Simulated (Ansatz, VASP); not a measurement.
**Zr4TiC5 in VASP and in Ansatz**

```
C Ti Zr
1.0
     2.32273    2.32364    4.63516
    -2.32670   -2.32471    4.63768
     6.96248   -4.63794    2.31574
C Ti Zr
10 2 8
Direct
  0.95679 0.74986 0.60569
  0.86239 0.24961 0.79482
  0.34206 0.75070 0.79494
  0.75703 0.74497 0.99515
  0.14942 0.75024 0.20030
  0.05173 0.24505 0.40534
  0.54167 0.75559 0.40551
  0.43644 0.25091 0.60580
  0.24698 0.25556 0.99523
  0.64941 0.25022 0.20031
  0.19803 0.00022 0.60271
  0.10074 0.50011 0.79795
  0.60038 0.00023 0.79858
  0.00161 0.00019 0.99606
  0.39899 0.00020 0.20103
  0.29708 0.50029 0.40459
  0.79745 0.00034 0.40376
  0.69837 0.50027 0.60205
  0.50124 0.50021 0.99689
  0.89974 0.50029 0.19962
```

Alike in both runs: functional PBE; k mesh 4 × 4 × 3; occupations gaussian, width 0.1 eV; no spin polarisation.

Ansatz relaxed the structure, and its values are those at the end. VASP's run is a single point on that final structure, the one shown.

```csv
,VASP,Ansatz
version,VASP 6.6.1,Ansatz 0.2.0
potentials or method,"VASP PAW PBE potentials, release 64 (C, Ti_sv, Zr_sv), cutoff 520 eV","scalar-relativistic, plane waves, PAW"
valence electrons in the cell,160,160
```

```tsv
	VASP	Ansatz	Ansatz less VASP
gap on the k mesh at the Fermi level (eV)	none	none	-
pressure (GPa)	0.3	0.0	-0.26
rms of the force components (eV/Å)	0.007	0.005	-0.0017
```

A gap of «none» marks a metal or a gap that the smearing closes.
